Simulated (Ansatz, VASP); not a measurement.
Al3GaN4 in VASP and in Ansatz

The input POSCAR:

```
Al3GaN4
1.0
    4.3671811766      0.0000000000      0.0000000000
    0.0000000000      4.3671811766      0.0000000000
    0.0000000000      0.0000000000      4.3671811766
Al Ga N
3 1 4
Direct
    0.5000000000      0.5000000000      0.0000000000
    0.5000000000      0.0000000000      0.5000000000
    0.0000000000      0.5000000000      0.5000000000
    0.0000000000      0.0000000000      0.0000000000
    0.7444390999      0.7444390999      0.2555609001
    0.7444390999      0.2555609001      0.7444390999
    0.2555609001      0.7444390999      0.7444390999
    0.2555609001      0.2555609001      0.2555609001
```

The input INCAR.step1:

```
SYSTEM = Al3GaN4
  ALGO = Normal
  EDIFF = 1E-5
  ENCUT = 910
  GGA = PE
  GGA_COMPAT = .FALSE.
  ISMEAR = 0
  LASPH = .TRUE.
  LCHARG = .FALSE.
  LREAL = .FALSE.
  LWAVE = .TRUE.
  NBANDS = 31
  NELM = 120
  PREC = Accurate
  SIGMA = 0.02
```

The input INCAR.step2:

```
SYSTEM = Al3GaN4
  ALGO = Normal
  EDIFF = 1E-6
  ENCUT = 910
  GGA_COMPAT = .FALSE.
  ISIF = 2
  ISMEAR = 0
  ISTART = 1
  LASPH = .TRUE.
  LCHARG = .TRUE.
  LELF = .TRUE.
  LMIXTAU = .TRUE.
  LREAL = .FALSE.
  LVHAR = .TRUE.
  LWAVE = .FALSE.
  METAGGA = R2SCAN
  NBANDS = 31
  NELM = 120
  PREC = Accurate
  SIGMA = 0.02
```

KPOINTS

```
k-points
0
G
  6 6 6
  0 0 0
```

Input for Ansatz:

```yaml
crystal:
  lattice:
    - [4.3671811766, 0.0, 0.0]
    - [0.0, 4.3671811766, 0.0]
    - [0.0, 0.0, 4.3671811766]
  atoms:
    - { symbol: Al, position: [0.5, 0.5, 0.0] }
    - { symbol: Al, position: [0.5, 0.0, 0.5] }
    - { symbol: Al, position: [0.0, 0.5, 0.5] }
    - { symbol: Ga, position: [0.0, 0.0, 0.0] }
    - { symbol: "N", position: [0.7444390999, 0.7444390999, 0.2555609001] }
    - { symbol: "N", position: [0.7444390999, 0.2555609001, 0.7444390999] }
    - { symbol: "N", position: [0.2555609001, 0.7444390999, 0.7444390999] }
    - { symbol: "N", position: [0.2555609001, 0.2555609001, 0.2555609001] }
basis:
  ecutwfc: 500
kpoints:
  mp_grid: { grid: [6, 6, 6] }
  band_path: { path: [VBM, CBM], npoints: 2 }
hamiltonian:
  xc: r2scan
scf:
  occupations: { method: gaussian, width: 0.02 }
output:
  forces: true
  stress: true
  eigenvalues: true
checkpoint:
  read: start.run
  write: ck
  compress: false
  write_wavefunctions: false
  write_every: 100000
```

Alike in both runs: task single point; functional r2SCAN; k mesh 6 × 6 × 6; occupations gaussian, width 0.02 eV; no spin polarisation.

|  | VASP | Ansatz |
| --- | --- | --- |
| version | VASP 6.6.1 | Ansatz 0.2.0 |
| potentials or method | VASP PAW PBE potentials, release 64 (Al, Ga_d, N_h), cutoff 910 eV | scalar-relativistic, plane waves, PAW |
| valence electrons in the cell | 42 | 42 |

|  | VASP | Ansatz | Ansatz less VASP |
| --- | --- | --- | --- |
| gap on the k mesh at the Fermi level (eV) | 4.03 | 4.03 | +0.005 |
| least direct gap on the mesh (eV) | 4.03 | 4.03 | +0.005 |
| rms of the force components (eV/Å) | 0.033 | 0.000 | -0.0321 |

VASP's potentials were made for PBE, not for r2SCAN. Atom by atom the forces differ by 0.032 eV/Å (rms over components). The functional is the same, so the differences come from potentials, cutoffs and numerics.

Noted on VASP's run: the cutoff is short for stress, so the pressure is rough.
